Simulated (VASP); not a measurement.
# C (P6_3/mmc) in VASP: a series of runs

The runs below take C through single point, relaxation of cell and atoms, with r2SCAN, PBEsol, LDA.

Everything below comes from runs of VASP 6.6.1. Logs are shortened: lines on timing, memory, paths and dates and some standing lists are left out, and cuts for length are marked.

## Step 1: The cell of the first run

The structure is hexagonal, space group P6_3/mmc (No. 194). The conventional cell has a = 2.503 Å, b = 2.503 Å, c = 4.169 Å, α = 90.00°, β = 90.00°, γ = 120.00°. Within 2.0 Å of C (site symmetry 3m) lie 4 C at 1.54 to 1.56 Å.

## Step 2: Single point, r2SCAN

POSCAR reads:

```
C
1.0
    2.5031953710      0.0000000000      0.0000000000
   -1.2515976855      2.1678307819      0.0000000000
    0.0000000000      0.0000000000      4.1688692747
C
4
Direct
    0.3333333333      0.6666666667      0.0002313176
    0.6666666667      0.3333333333      0.5002313176
    0.3333333333      0.6666666667      0.3747686824
    0.6666666667      0.3333333333      0.8747686824
```

INCAR.step1 reads:

```
SYSTEM = C
ALGO = Normal
EDIFF = 1E-4
ENCUT = 520
GGA = PE
ISMEAR = -1
LASPH = .TRUE.
LCHARG = .FALSE.
LREAL = .FALSE.
LWAVE = .TRUE.
NBANDS = 16
NELM = 80
PREC = Accurate
SIGMA = 0.02
```

INCAR.step2 reads:

```
SYSTEM = C
ALGO = Normal
EDIFF = 1E-7
ENCUT = 520
ISIF = 2
ISMEAR = -1
ISTART = 1
LASPH = .TRUE.
LCHARG = .TRUE.
LELF = .TRUE.
LMIXTAU = .TRUE.
LREAL = .FALSE.
LVHAR = .TRUE.
LWAVE = .FALSE.
METAGGA = R2SCAN
NBANDS = 16
NELM = 80
PREC = Accurate
SIGMA = 0.02
```

KPOINTS reads:

```
k-points
0
G
  12 12 6
  0 0 0
```

Potentials or basis: VASP PAW PBE potentials, release 64 (C).

The run is started by

```
> cat potpaw_PBE.64/C/POTCAR > POTCAR
> cp INCAR.step1 INCAR
> mpirun -np 1 vasp_std > vasp.out
> cp INCAR.step2 INCAR
> mpirun -np 1 vasp_std > vasp.out
```

OUTCAR:

```text
SYSTEM = C
   EDIFF = 1E-7
   ENCUT = 520
   ISIF = 2
   ISMEAR = -1
   ISTART = 1
   LASPH = .TRUE.
   LREAL = .FALSE.
   METAGGA = R2SCAN
   NELM = 80
   PREC = Accurate

 ion  position               nearest neighbor table
   1  0.333  0.667  0.000-   4 1.54   4 1.54   4 1.54   3 1.56
   2  0.667  0.333  0.500-   3 1.54   3 1.54   3 1.54   4 1.56
   3  0.333  0.667  0.375-   2 1.54   2 1.54   2 1.54   1 1.56
   4  0.667  0.333  0.875-   1 1.54   1 1.54   1 1.54   2 1.56

  LATTYP: Found a hexagonal cell.
 ALAT       =     2.5031953710
 C/A-ratio  =     1.6654190572

  Lattice vectors:

 A1 = (   2.5031953710,   0.0000000000,   0.0000000000)
 A2 = (  -1.2515976855,   2.1678307819,   0.0000000000)
 A3 = (   0.0000000000,   0.0000000000,   4.1688692747)

Analysis of symmetry for initial positions (statically):
=====================================================================
 Subroutine PRICEL returns:
 Original cell was already a primitive cell.

 Routine SETGRP: Setting up the symmetry group for a
 hexagonal supercell.

 Subroutine GETGRP returns: Found 24 space group operations
 (whereof  6 operations were pure point group operations)
 out of a pool of 24 trial point group operations.

The static configuration has the point symmetry C_3v.
 The point group associated with its full space group is D_6h.

Analysis of symmetry for dynamics (positions and initial velocities):
=====================================================================
 Subroutine PRICEL returns:
 Original cell was already a primitive cell.

 Routine SETGRP: Setting up the symmetry group for a
 hexagonal supercell.

 Subroutine GETGRP returns: Found 24 space group operations
 (whereof  6 operations were pure point group operations)
 out of a pool of 24 trial point group operations.

The dynamic configuration has the point symmetry C_3v.
 The point group associated with its full space group is D_6h.

 Subroutine INISYM returns: Found 24 space group operations
 (whereof  6 operations are pure point group operations),
 and found     1 'primitive' translations

----------------------------------------------------------------------------------------

                                     Primitive cell

  volume of cell :      22.6224

  direct lattice vectors                    reciprocal lattice vectors
     2.503195371  0.000000000  0.000000000     0.399489393  0.230645309  0.000000000
    -1.251597685  2.167830782  0.000000000     0.000000000  0.461290617  0.000000000
     0.000000000  0.000000000  4.168869275     0.000000000  0.000000000  0.239873197

  length of vectors
     2.503195371  2.503195371  4.168869275     0.461290617  0.461290617  0.239873197

  position of ions in fractional coordinates (direct lattice)
     0.333333333  0.666666667  0.000231318
     0.666666667  0.333333333  0.500231318
     0.333333333  0.666666667  0.374768682
     0.666666667  0.333333333  0.874768682

  ion indices of the primitive-cell ions
   primitive index   ion index
                 1           1
                 2           2
                 3           3
                 4           4

----------------------------------------------------------------------------------------

 KPOINTS: k-points

Automatic generation of k-mesh.
 Grid dimensions read from file:
 generate k-points for:   12   12    6

 Generating k-lattice:

  Cartesian coordinates                     Fractional coordinates (reciprocal lattice)
     0.033290783  0.019220442  0.000000000     0.083333333  0.000000000  0.000000000
     0.000000000  0.038440885  0.000000000     0.000000000  0.083333333  0.000000000
     0.000000000  0.000000000  0.039978866     0.000000000  0.000000000  0.166666667

  Length of vectors
     0.038440885  0.038440885  0.039978866

  Shift w.r.t. Gamma in fractional coordinates (k-lattice)
     0.000000000  0.000000000  0.000000000

 Subroutine IBZKPT returns following result:
 ===========================================

 Found     76 irreducible k-points:

 Following reciprocal coordinates:
            Coordinates               Weight
  0.000000  0.000000  0.000000      1.000000
  0.083333 -0.000000  0.000000      6.000000
  0.166667  0.000000  0.000000      6.000000
  0.250000  0.000000  0.000000      6.000000
  0.333333  0.000000  0.000000      6.000000
  0.416667  0.000000  0.000000      6.000000
[... 16 lines left out ...]
  0.250000  0.000000  0.166667     12.000000
  0.333333  0.000000  0.166667     12.000000
 [... further k-points ...]
   k-points           NKPTS =     76   k-points in BZ     NKDIM =     76   number of bands    NBANDS=     16
   number of dos      NEDOS =    301   number of ions     NIONS =      4
   total plane-waves  NPLWV =  12800
   dimension x,y,z NGX =    20 NGY =   20 NGZ =   32
   dimension x,y,z NGXF=    40 NGYF=   40 NGZF=   64
   ions per type =               4
   NGX,Y,Z   is equivalent  to a cutoff of  13.28, 13.28, 12.76 a.u.
   NGXF,Y,Z  is equivalent  to a cutoff of  26.57, 26.57, 25.52 a.u.
 SYSTEM =  C
   PREC   = accura    normal or accurate (medium, high low for compatibility)
   ISTART =      1    job   : 0-new  1-cont  2-samecut
   ICHARG =      0    charge: 1-file 2-atom 10-const
   ISPIN  =      1    spin polarized calculation?
   LNONCOLLINEAR =      F non collinear calculations
   LSORBIT =      F    spin-orbit coupling
   LASPH  =      T    aspherical Exc in radial PAW
   ENCUT  =  520.0 eV  38.22 Ry    6.18 a.u.   4.65  4.65  7.75*2*pi/ulx,y,z
   NELM   =     80;   NELMIN=  2; NELMDL=  0     # of ELM steps
   EDIFF  = 0.1E-06   stopping-criterion for ELM
   LREAL  =      F    real-space projection
   EDIFFG = 0.1E-05   stopping-criterion for IOM
   NSW    =      0    number of steps for IOM
   IBRION =     -1    ionic relax: 0-MD 1-quasi-New 2-CG
   NFREE  =      0    steps in history (QN), initial steepest desc. (CG)
   ISIF   =      2    stress and relaxation
   ISYM   =      2    0-nonsym 1-usesym 2-fastsym
   POTIM  = 0.5000    time-step for ionic-motion
   TEBEG  =    0.0;   TEEND  =   0.0 temperature during run
   PSTRESS=    0.0 pullay stress
   NELECT =      16.0000    total number of electrons
   NUPDOWN=      -1.0000    fix difference up-down
   EMIN   =  10.00;   EMAX   =-10.00  energy-range for DOS
   EFERMI =   0.00;   METHOD = LEGACY
   ISMEAR =    -1;   SIGMA  =   0.02  broadening in eV -4-tet -1-fermi 0-gaus
   EFERMI_NEDOS =   21; number of points for ismear=-14 and -15
   IALGO  =     38    algorithm
   IMIX   =      4    mixing-type and parameters
     AMIX     =   0.40;   BMIX     =  1.00
     AMIX_MAG =   1.60;   BMIX_MAG =  1.00
  volume/ion in A,a.u.               =       5.66        38.17
  Fermi-wavevector in a.u.,A,eV,Ry     =   1.458597  2.756349 28.946471  2.127506
  Thomas-Fermi vector in A             =   2.575263
   LORBIT       =      0    0 simple, 1 ext, 2 COOP (PROOUT), +10 PAW based schemes
   METAGGA = R2SCAN    functional components
   LHFCALC =     F    Hartree Fock is set to
   AEXX    =    0.0000 exact exchange contribution
   IVDW    =     0    specifies the selected vdW correction
   LEPSILON=     F    determine dielectric tensor
   LRPA    =     F    only Hartree local field effects (RPA)
 non-spin polarized calculation
  energy-cutoff  :      520.00
  volume of cell :       22.62
 maximum number of plane-waves:       622
 NGX is ok and might be reduce to    20
   NGX =  9   NGY =  9   NGZ = 15

 number of electron      16.0000000 magnetization

 Free energy of the ion-electron system (eV)
  ---------------------------------------------------
  ext. energy  EPLUGINS =         0.00000000
  ---------------------------------------------------
  free energy    TOTEN  =       -39.20467355 eV

  energy without entropy =      -39.20467355  energy(sigma->0) =      -39.20467355

 E-fermi :  10.5548     XC(G=0): -14.2672

 val. band max:       10.0570049902   @ k =   0.0000   0.0000   0.0000
 cond. band min:      13.6193019910   @ k =   0.3333   0.3333   0.0000
 fundamental gap:      3.5622970008
 Fermi energy:        10.5548002895

 k-point     1 :       0.0000    0.0000    0.0000
  band No.  band energies     occupation
      1     -13.0026      2.00000
      2      -7.2574      2.00000
      3      -4.3368      2.00000
      4       6.7790      2.00000
      5       6.7790      2.00000
      6       9.5582      2.00000
[... 8 lines left out ...]
     15      24.7161      0.00000
     16      28.9260      0.00000

 k-point     2 :       0.0833   -0.0000    0.0000
  band No.  band energies     occupation
      1     -12.8218      2.00000
      2      -7.0925      2.00000
      3      -4.1716      2.00000
      4       5.8624      2.00000
      5       6.4032      2.00000
      6       9.2675      2.00000
[... 8 lines left out ...]
     15      24.9589      0.00000
     16      28.2124      0.00000

 k-point     3 :       0.1667    0.0000    0.0000
  band No.  band energies     occupation
      1     -12.2816      2.00000
      2      -6.5992      2.00000
      3      -3.6895      2.00000
      4       3.7321      2.00000
      5       5.5477      2.00000
      6       7.4249      2.00000
[... 8 lines left out ...]
     15      25.7057      0.00000
     16      26.0423      0.00000

 k-point     4 :       0.2500    0.0000    0.0000
  band No.  band energies     occupation
      1     -11.3899      2.00000
      2      -5.7837      2.00000
      3      -2.9597      2.00000
      4       1.2439      2.00000
      5       4.6221      2.00000
      6       5.1896      2.00000
[... 8 lines left out ...]
     15      25.6366      0.00000
     16      26.4231      0.00000

 k-point     5 :       0.3333    0.0000    0.0000
  band No.  band energies     occupation
      1     -10.1669      2.00000
      2      -4.6602      2.00000
      3      -2.5364      2.00000
      4      -0.6938      2.00000
      5       2.9051      2.00000
      6       3.8619      2.00000
[... 8 lines left out ...]
     15      25.9139      0.00000
     16      27.3820      0.00000

 k-point     6 :       0.4167    0.0000    0.0000
  band No.  band energies     occupation
      1      -8.6814      2.00000
      2      -4.1566      2.00000
      3      -3.2762      2.00000
      4      -0.2747      2.00000
      5       0.7764      2.00000
      6       3.3753      2.00000
[... 8 lines left out ...]
     15      27.2284      0.00000
     16      29.1144      0.00000
[... 267 lines left out ...]
 k-point    21 :       0.0833   -0.0000    0.1667
  band No.  band energies     occupation
      1     -12.6257      2.00000
      2      -8.1858      2.00000
      3      -2.7463      2.00000
      4       6.0218      2.00000
      5       6.5617      2.00000
      6       8.1008      2.00000
[... 8 lines left out ...]
     15      25.0327      0.00000
     16      28.1021      0.00000

 k-point    22 :       0.1667    0.0000    0.1667
  band No.  band energies     occupation
      1     -12.0863      2.00000
      2      -7.6770      2.00000
      3      -2.2970      2.00000
      4       3.9034      2.00000
      5       5.7110      2.00000
      6       6.8563      2.00000
[... 8 lines left out ...]
     15      25.5600      0.00000
     16      26.3363      0.00000

 k-point    23 :       0.2500    0.0000    0.1667
  band No.  band energies     occupation
      1     -11.1962      2.00000
      2      -6.8398      2.00000
      3      -1.6488      2.00000
      4       1.4603      2.00000
      5       4.5991      2.00000
      6       4.7891      2.00000
[... 8 lines left out ...]
     15      24.8054      0.00000
     16      26.4654      0.00000

 k-point    24 :       0.3333    0.0000    0.1667
  band No.  band energies     occupation
      1      -9.9756      2.00000
      2      -5.7012      2.00000
      3      -1.8323      2.00000
      4       0.0721      2.00000
      5       2.2820      2.00000
      6       4.0313      2.00000
[... 8 lines left out ...]
     15      25.4325      0.00000
     16      28.0383      0.00000

 [... further k-points ...]

------------------------ aborting loop because EDIFF is reached ----------------------------------------

  FORCE on cell =-STRESS in cart. coord.  units (eV):
  Direction    XX          YY          ZZ          XY          YZ          ZX
  --------------------------------------------------------------------------------------
  -------------------------------------------------------------------------------------
  Total        0.1606457      0.1606457      0.1508489      0.0000000     -0.0000000      0.0000000
  in kB       11.3773547     11.3773547     10.6835198      0.0000000     -0.0000000      0.0000000
  external PRESSURE =      11.1460764 kB  Pullay stress =       0.0000000 kB

 VOLUME and BASIS-vectors are now :
 -----------------------------------------------------------------------------
  energy-cutoff  :      520.00
  volume of cell :       22.62
      direct lattice vectors                 reciprocal lattice vectors
     2.503195371  0.000000000  0.000000000     0.399489393  0.230645309  0.000000000
    -1.251597685  2.167830782  0.000000000     0.000000000  0.461290617  0.000000000
     0.000000000  0.000000000  4.168869275     0.000000000  0.000000000  0.239873197

 POSITION                                       TOTAL-FORCE (eV/Angst)
 -----------------------------------------------------------------------------------
     -0.00000      1.44522      0.00096        -0.000000      0.000000      0.009905
      1.25160      0.72261      2.08540         0.000000      0.000000      0.009905
     -0.00000      1.44522      1.56236        -0.000000      0.000000     -0.009905
      1.25160      0.72261      3.64680         0.000000     -0.000000     -0.009905
 -----------------------------------------------------------------------------------
    total drift:                               -0.000000      0.000000      0.000000

  FREE ENERGIE OF THE ION-ELECTRON SYSTEM (eV)
  ---------------------------------------------------
  free  energy   TOTEN  =       -39.2046735524 eV

  energy  without entropy=      -39.2046735524  energy(sigma->0) =      -39.20467355
```

It took 3.2 min on 1 thread of Intel Xeon 8259CL, shared host; peak memory 0.15 GiB.

What came out:

| Item | Value |
| --- | --- |
| Free energy | -39.2047 eV |
| Pressure | 1.1 GPa |
| Largest force | 0.010 eV/Å |
| Band gap on the k mesh | 3.56 eV (least direct gap 5.19 eV) |

Forces in eV/Å, atoms in the order of the input:
```
C    0.000  0.000  0.010
C    0.000  0.000  0.010
C    0.000  0.000 -0.010
C    0.000  0.000 -0.010
```

Levels at points of the mesh, in eV from the valence-band top:
```
           k point  band 4  band 5  band 6  band 7  band 8  band 9  band 10  band 11  band 12  band 13
(0.00, 0.00, 0.00)   -3.28   -3.28   -0.50    0.00    0.00    5.19     5.19     5.58     8.47    10.03
(0.50, 0.00, 0.00)  -10.66   -9.77   -6.85   -6.24   -3.35    4.72     8.58     8.72     8.81    11.42
(0.00, 0.00, 0.50)   -7.49   -1.97   -1.97   -1.97   -1.97    7.62     7.62     7.62     7.62     8.07
(0.50, 0.00, 0.50)  -13.73   -5.41   -5.41   -5.13   -5.13    6.19     6.19     6.82     6.82    13.22
```

Caveat: the PAW data sets were made with another functional, which shifts forces and pressure a little. A k mesh can miss the band edges.

## Step 3: Single point, r2SCAN

POSCAR is that of step 2.

INCAR.step1 reads:

```
ALGO = Normal ; EDIFF = 1E-4
ENCUT = 520 ; GGA = PE
ISMEAR = 0 ; LASPH = T
LCHARG = F ; LREAL = F
LWAVE = T ; NBANDS = 16
NELM = 60 ; PREC = Accurate
SIGMA = 0.01
```

INCAR.step2 reads:

```
ALGO = Normal ; EDIFF = 1E-7
ENCUT = 520 ; ISIF = 2
ISMEAR = 0 ; ISTART = 1
LASPH = T ; LCHARG = F
LMIXTAU = T ; LREAL = F
LWAVE = F ; METAGGA = R2SCAN
NBANDS = 16 ; NELM = 60
PREC = Accurate ; SIGMA = 0.01
```

KPOINTS reads:

```
k-points
0
Gamma
  12 12 6
```

Potentials or basis: VASP PAW PBE potentials, release 64 (C).

The run is started by

```
> cat potpaw_PBE.64/C/POTCAR > POTCAR
> cp INCAR.step1 INCAR
> mpirun -np 1 vasp_std > vasp.out
> cp INCAR.step2 INCAR
> mpirun -np 1 vasp_std > vasp.out
```

Wall time 3.3 min (1 thread of Intel Xeon 8259CL, shared host); peak memory 0.15 GiB.

The run converged. Its results:

- Free energy: -39.2047 eV
- Pressure: 1.1 GPa
- Largest force: 0.010 eV/Å
- Band gap on the k mesh: 3.56 eV (least direct gap 5.19 eV)

Forces in eV/Å, atoms in the order of the input:
```
C    0.000  0.000  0.010
C    0.000  0.000  0.010
C    0.000  0.000 -0.010
C    0.000  0.000 -0.010
```

Levels at points of the mesh, in eV from the valence-band top:
```
           k point  band 4  band 5  band 6  band 7  band 8  band 9  band 10  band 11  band 12  band 13
(0.00, 0.00, 0.00)   -3.28   -3.28   -0.50    0.00    0.00    5.19     5.19     5.58     8.47    10.03
(0.50, 0.00, 0.00)  -10.66   -9.77   -6.85   -6.24   -3.35    4.72     8.58     8.72     8.81    11.42
(0.00, 0.00, 0.50)   -7.49   -1.97   -1.97   -1.97   -1.97    7.62     7.62     7.62     7.62     8.07
(0.50, 0.00, 0.50)  -13.73   -5.41   -5.41   -5.13   -5.13    6.19     6.19     6.82     6.82    13.22
```

Caveat: the PAW data sets were made with another functional, which shifts forces and pressure a little. A k mesh can miss the band edges.

## Step 4: Relaxation of cell and atoms, PBEsol

This run uses another cell than the first one, of 5.71 Å³/atom.

INCAR reads:

```
PREC = Accurate
ENCUT = 600
EDIFF = 1E-7
ISMEAR = -1
SIGMA = 0.02
LREAL = F
LASPH = T
NELM = 60
ALGO = Normal
ISIF = 3
LWAVE = F
LCHARG = F
GGA = PS
IBRION = 2
NSW = 80
EDIFFG = -0.005
```

KPOINTS reads:

```
regular mesh
0
Gamma
  12 12 6
```

POSCAR reads:

```
C
1.0
    2.5115321434      0.0000000000      0.0000000000
   -1.2557660717      2.1750506386      0.0000000000
    0.0000000000      0.0000000000      4.1804261411
C
4
Direct
    0.3333333333      0.6666666667      0.0002342824
    0.6666666667      0.3333333333      0.5002342824
    0.3333333333      0.6666666667      0.3747657176
    0.6666666667      0.3333333333      0.8747657176
```

The run is started by

```
> cat potpaw_PBE.64/C/POTCAR > POTCAR
> mpirun -np 1 vasp_std > vasp.out
```

Run time: 1.8 min. Hardware: 1 thread of Intel Xeon 8259CL, shared host; peak memory 0.14 GiB.

The run converged. Its results:

```yaml
Free_energy: -38.4146 eV
Relaxed_volume: 5.63 Å³/atom
Relaxed_cell: a = 2.500 Å, b = 2.500 Å, c = 4.162 Å, α = 90.00°, β = 90.00°, γ = 120.00°
Space_group_after_relaxing_to_0.1_Å: P6_3/mmc (No. 194)
Energy_gained_by_relaxing: 1.5 meV/atom
Ionic_steps: 7
Pressure_after_relaxing: -0.1 GPa
Band_gap_on_the_k_mesh: 3.05 eV (least direct gap 4.92 eV)
```

The path:
```csv
step,energy change (eV),largest force (eV/Å),pressure (GPa),volume (Å³)
1,0.0000,0.0067,-6.12,22.84
2,0.0039,0.0225,8.27,22.12
3,-0.0061,0.0136,-0.01,22.52
4,-0.0061,0.0137,0.11,22.51
5,-0.0061,0.0292,0.10,22.51
6,-0.0061,0.0002,0.11,22.51
7,-0.0061,0.0003,-0.08,22.52
```

Final structure:
```
C
1.0
     2.49974    0.00000    0.00000
    -1.24987    2.16484    0.00000
     0.00000    0.00000    4.16214
C
4
Cartesian
  0.0000 1.4432 0.0013
  1.2499 0.7216 2.0824
  0.0000 1.4432 1.5595
  1.2499 0.7216 3.6406
```

Levels at points of the mesh, in eV from the valence-band top:
```csv
k point,band 6,band 7,band 8,band 9,band 10,band 11
"(0.00, 0.00, 0.00)",-0.51,0.00,0.00,4.92,4.92,5.30
"(0.50, 0.00, 0.00)",-6.55,-6.08,-3.18,4.36,7.90,8.24
"(0.00, 0.00, 0.50)",-1.87,-1.87,-1.87,7.22,7.22,7.22
"(0.50, 0.00, 0.50)",-5.17,-4.88,-4.88,5.78,5.78,6.43
```

Caveat: the PAW data sets were made with another functional, which shifts forces and pressure a little. A k mesh can miss the band edges.

(Part 1 of 2 ends here.)
